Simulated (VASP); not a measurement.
# Se (Cmcm) in VASP: a series of runs

Se is run at these levels: PBE; tasks: single point, relaxation of the atoms.

All numbers are computed with VASP 6.6.1; they aren't measurements. Logs are shortened: lines on timing, memory, paths and dates and some standing lists are left out, and cuts for length are marked.

## (1) The cell of the first run

It takes space group Cmcm (No. 63, orthorhombic). Conventional cell: a = 2.789 Å, b = 8.078 Å, c = 4.613 Å, α = 90.00°, β = 90.00°, γ = 90.00°. Se (site symmetry m2m) has 4 Se at 2.53 to 2.79 Å within 3.3 Å.

## (2) Single point, PBE, non-collinear spin, zero start, spin-orbit coupling

The input, INCAR:

```
SYSTEM = Se
ALGO = Normal ; EDIFF = 1E-7
ENCUT = 520 ; GGA = PE
GGA_COMPAT = .FALSE. ; ISIF = 2
ISMEAR = 0 ; LASPH = .TRUE.
LCHARG = .FALSE. ; LNONCOLLINEAR = .TRUE.
LORBIT = 11 ; LORBMOM = .TRUE.
LREAL = .FALSE. ; LSORBIT = .TRUE.
LWAVE = .FALSE. ; MAGMOM = 0 0 0 0 0 0
NBANDS = 24 ; NELM = 150
PREC = Accurate ; SIGMA = 0.1
```

The input, KPOINTS:

```
k-points
0
G
  4 4 2
  0 0 0
```

The input, POSCAR:

```
Se
1.0
    1.3942694300     -4.0390027650      0.0000000000
    1.3942694300      4.0390027650      0.0000000000
    0.0000000000      0.0000000000      4.6134314000
Se
2
Direct
    0.9356553200      0.0643446800      0.2500000000
    0.0643446800      0.9356553200      0.7500000000
```

Potentials or basis: VASP PAW PBE potentials, release 64 (Se).

Run with:

```console
cat potpaw_PBE.64/Se/POTCAR > POTCAR
mpirun -np 1 vasp_ncl > vasp.out
```

OUTCAR:

```text
SYSTEM = Se
   EDIFF = 1E-7
   ENCUT = 520
   GGA = PE
   ISIF = 2
   ISMEAR = 0
   LASPH = .TRUE.
   LNONCOLLINEAR = .TRUE.
   LORBIT = 11
   LREAL = .FALSE.
   LSORBIT = .TRUE.
   NELM = 150
   PREC = Accurate

 ion  position               nearest neighbor table
   1  0.936  0.064  0.250-   2 2.53   2 2.53
   2  0.064  0.936  0.750-   1 2.53   1 2.53

  LATTYP: Found a base centered orthorhombic cell.
 ALAT       =     2.7885388600
 B/A-ratio  =     2.8968595869
 C/A-ratio  =     1.6544260746

  Lattice vectors:

 A1 = (   1.3942694300,  -4.0390027650,   0.0000000000)
 A2 = (   1.3942694300,   4.0390027650,   0.0000000000)
 A3 = (   0.0000000000,   0.0000000000,   4.6134314000)

Analysis of symmetry for initial positions (statically):
=====================================================================
 Subroutine PRICEL returns:
 Original cell was already a primitive cell.

 Routine SETGRP: Setting up the symmetry group for a
 base centered orthorhombic supercell.

 Subroutine GETGRP returns: Found  8 space group operations
 (whereof  4 operations were pure point group operations)
 out of a pool of  8 trial point group operations.

The static configuration has the point symmetry C_2h.
 The point group associated with its full space group is D_2h.

Analysis of symmetry for dynamics (positions and initial velocities):
=====================================================================
 Subroutine PRICEL returns:
 Original cell was already a primitive cell.

 Routine SETGRP: Setting up the symmetry group for a
 base centered orthorhombic supercell.

 Subroutine GETGRP returns: Found  8 space group operations
 (whereof  4 operations were pure point group operations)
 out of a pool of  8 trial point group operations.

The dynamic configuration has the point symmetry C_2h.
 The point group associated with its full space group is D_2h.

Analysis of structural, dynamic, and magnetic symmetry:
=====================================================================
 Subroutine PRICEL returns:
 Original cell was already a primitive cell.

 Routine SETGRP: Setting up the symmetry group for a
 base centered orthorhombic supercell.

 Subroutine GETGRP returns: Found  8 space group operations
 (whereof  4 operations were pure point group operations)
 out of a pool of  8 trial point group operations.

The overall configuration has the point symmetry C_2h.
 The point group associated with its full space group is D_2h.

 Subroutine INISYM returns: Found  8 space group operations
 (whereof  4 operations are pure point group operations),
 and found     1 'primitive' translations

----------------------------------------------------------------------------------------

                                     Primitive cell

  volume of cell :      51.9607

  direct lattice vectors                    reciprocal lattice vectors
     1.394269430 -4.039002765  0.000000000     0.358610746 -0.123792933  0.000000000
     1.394269430  4.039002765  0.000000000     0.358610746  0.123792933  0.000000000
     0.000000000  0.000000000  4.613431400     0.000000000  0.000000000  0.216758398

  length of vectors
     4.272883169  4.272883169  4.613431400     0.379376274  0.379376274  0.216758398

  position of ions in fractional coordinates (direct lattice)
     0.935655320  0.064344680  0.250000000
     0.064344680  0.935655320  0.750000000

  ion indices of the primitive-cell ions
   primitive index   ion index
                 1           1
                 2           2

----------------------------------------------------------------------------------------

 KPOINTS: k-points

Automatic generation of k-mesh.
 Grid dimensions read from file:
 generate k-points for:    4    4    2
[... 91 lines left out ...]

 number of electron      12.0000000 magnetization       0.0000000      0.0000000      0.0000000

 number of electron      12.0000000 magnetization      -0.0000000     -0.0000000      0.0000000

 number of electron      12.0000000 magnetization      -0.0000000     -0.0000000     -0.0000000

 Free energy of the ion-electron system (eV)
  ---------------------------------------------------
  ext. energy  EPLUGINS =         0.00000000
  ---------------------------------------------------
  free energy    TOTEN  =        -6.70277995 eV

  energy without entropy =       -6.69286139  energy(sigma->0) =       -6.69782067

 E-fermi :   3.4631     XC(G=0):  -9.0747

 val. band max:        3.4070940706   @ k =   0.5000   0.2500   0.0000
 cond. band min:       3.4647379675   @ k =   0.0000   0.0000   0.5000
 fundamental gap:      0.0576438969
 Fermi energy:         3.4630813347

 k-point     1 :       0.0000    0.0000    0.0000
  band No.  band energies     occupation
      1     -12.6743      1.00000
      2     -12.6743      1.00000
      3      -8.6141      1.00000
      4      -8.6141      1.00000
      5      -3.3843      1.00000
      6      -3.3843      1.00000
[... 367 lines left out ...]
     23      13.5323      0.00000
     24      13.5323      0.00000

------------------------ aborting loop because EDIFF is reached ----------------------------------------

  FORCE on cell =-STRESS in cart. coord.  units (eV):
  Direction    XX          YY          ZZ          XY          YZ          ZX
  --------------------------------------------------------------------------------------
  -------------------------------------------------------------------------------------
  Total        4.1963755      1.6197203     -3.1911319      0.0000000      0.0000000      0.0000000
  in kB      129.3927698     49.9431212    -98.3966740      0.0000000      0.0000000      0.0000000
  external PRESSURE =      26.9797390 kB  Pullay stress =       0.0000000 kB

 VOLUME and BASIS-vectors are now :
 -----------------------------------------------------------------------------
  energy-cutoff  :      520.00
  volume of cell :       51.96
      direct lattice vectors                 reciprocal lattice vectors
     1.394269430 -4.039002765  0.000000000     0.358610746 -0.123792933  0.000000000
     1.394269430  4.039002765  0.000000000     0.358610746  0.123792933  0.000000000
     0.000000000  0.000000000  4.613431400     0.000000000  0.000000000  0.216758398

 POSITION                                       TOTAL-FORCE (eV/Angst)
 -----------------------------------------------------------------------------------
      1.39427     -3.51923      1.15336         0.000000      0.903891     -0.000000
      1.39427      3.51923      3.46007         0.000000     -0.903891      0.000000
 -----------------------------------------------------------------------------------
    total drift:                                0.000000      0.000000     -0.000000

  FREE ENERGIE OF THE ION-ELECTRON SYSTEM (eV)
  ---------------------------------------------------
  free  energy   TOTEN  =        -6.7027799541 eV

  energy  without entropy=       -6.6928613914  energy(sigma->0) =       -6.69782067

 orbital moment (x)

 # of ion     p       d       tot
 ----------------------------------------
  1        -0.000  -0.000  -0.000
  2         0.000   0.000   0.000
 ----------------------------------------
           -0.000  -0.000  -0.000

 orbital moment (y)

 # of ion     p       d       tot
 ----------------------------------------
  1         0.000   0.000   0.000
  2         0.000   0.000   0.000
 ----------------------------------------
            0.000   0.000   0.000

 orbital moment (z)

 # of ion     p       d       tot
 ----------------------------------------
  1         0.000   0.000   0.000
  2         0.000   0.000   0.000
 ----------------------------------------
            0.000   0.000   0.000

 Spin-Orbit-Coupling matrix elements

 Ion:    1  E_soc:     -0.0454114
 l=   1
     0.0000000    -0.0083486    -0.0074755
    -0.0083486     0.0000000    -0.0068757
    -0.0074755    -0.0068757     0.0000000
 l=   2
     0.0000000     0.0000002     0.0000000    -0.0000005    -0.0000079
     0.0000002     0.0000000     0.0000030     0.0000010     0.0000009
     0.0000000     0.0000030     0.0000000     0.0000001     0.0000000
    -0.0000005     0.0000010     0.0000001     0.0000000    -0.0000026
    -0.0000079     0.0000009     0.0000000    -0.0000026     0.0000000
 l=   3
     0.0000000     0.0000000     0.0000000     0.0000000     0.0000000     0.0000000     0.0000000
     0.0000000     0.0000000     0.0000000     0.0000000     0.0000000     0.0000000     0.0000000
     0.0000000     0.0000000     0.0000000     0.0000000     0.0000000     0.0000000     0.0000000
     0.0000000     0.0000000     0.0000000     0.0000000     0.0000000     0.0000000     0.0000000
     0.0000000     0.0000000     0.0000000     0.0000000     0.0000000     0.0000000     0.0000000
     0.0000000     0.0000000     0.0000000     0.0000000     0.0000000     0.0000000     0.0000000
     0.0000000     0.0000000     0.0000000     0.0000000     0.0000000     0.0000000     0.0000000

 Ion:    2  E_soc:     -0.0454114
 l=   1
     0.0000000    -0.0083486    -0.0074755
    -0.0083486     0.0000000    -0.0068757
    -0.0074755    -0.0068757     0.0000000
 l=   2
     0.0000000     0.0000002     0.0000000    -0.0000005    -0.0000079
     0.0000002     0.0000000     0.0000030     0.0000010     0.0000009
     0.0000000     0.0000030     0.0000000     0.0000001     0.0000000
    -0.0000005     0.0000010     0.0000001     0.0000000    -0.0000026
    -0.0000079     0.0000009     0.0000000    -0.0000026     0.0000000
 l=   3
     0.0000000     0.0000000     0.0000000     0.0000000     0.0000000     0.0000000     0.0000000
     0.0000000     0.0000000     0.0000000     0.0000000     0.0000000     0.0000000     0.0000000
     0.0000000     0.0000000     0.0000000     0.0000000     0.0000000     0.0000000     0.0000000
     0.0000000     0.0000000     0.0000000     0.0000000     0.0000000     0.0000000     0.0000000
     0.0000000     0.0000000     0.0000000     0.0000000     0.0000000     0.0000000     0.0000000
     0.0000000     0.0000000     0.0000000     0.0000000     0.0000000     0.0000000     0.0000000
     0.0000000     0.0000000     0.0000000     0.0000000     0.0000000     0.0000000     0.0000000

 total charge

# of ion       s       p       d       tot
------------------------------------------
    1        1.526   2.126   0.055   3.707
    2        1.526   2.126   0.055   3.707
--------------------------------------------------
tot          3.053   4.251   0.110   7.414

 magnetization (x)

# of ion       s       p       d       tot
------------------------------------------
    1        0.000  -0.000   0.000  -0.000
    2        0.000  -0.000   0.000  -0.000
--------------------------------------------------
tot          0.000  -0.000   0.000  -0.000

 magnetization (y)

# of ion       s       p       d       tot
------------------------------------------
    1        0.000   0.000  -0.000  -0.000
    2        0.000   0.000  -0.000  -0.000
--------------------------------------------------
tot          0.000   0.000  -0.000  -0.000

 magnetization (z)

# of ion       s       p       d       tot
------------------------------------------
    1        0.000   0.000   0.000   0.000
    2        0.000   0.000   0.000   0.000
--------------------------------------------------
tot          0.000   0.000   0.000   0.000
```

It took 48 s on 1 thread of Intel Xeon Platinum 8259CL at 2.50GHz (Skylake/Cascade Lake), shared host; peak memory 0.33 GiB.

Results:

- Free energy: -6.7028 eV
- Pressure: 2.7 GPa
- Largest force: 0.904 eV/Å
- Net moment: 0.00 μB per cell
- Valence electrons inside the program's atomic spheres: Se 3.71

Forces on the atoms (eV/Å):
```
Se   0.000  0.904  0.000
Se   0.000 -0.904  0.000
```

Moments on the atoms (μB; x, y, z):
```
Se  0.00 0.00 0.00
Se  0.00 0.00 0.00
```

Caveat: the k points lie up to 0.68 Å⁻¹ apart.

(Part 1 of 2 ends here.)
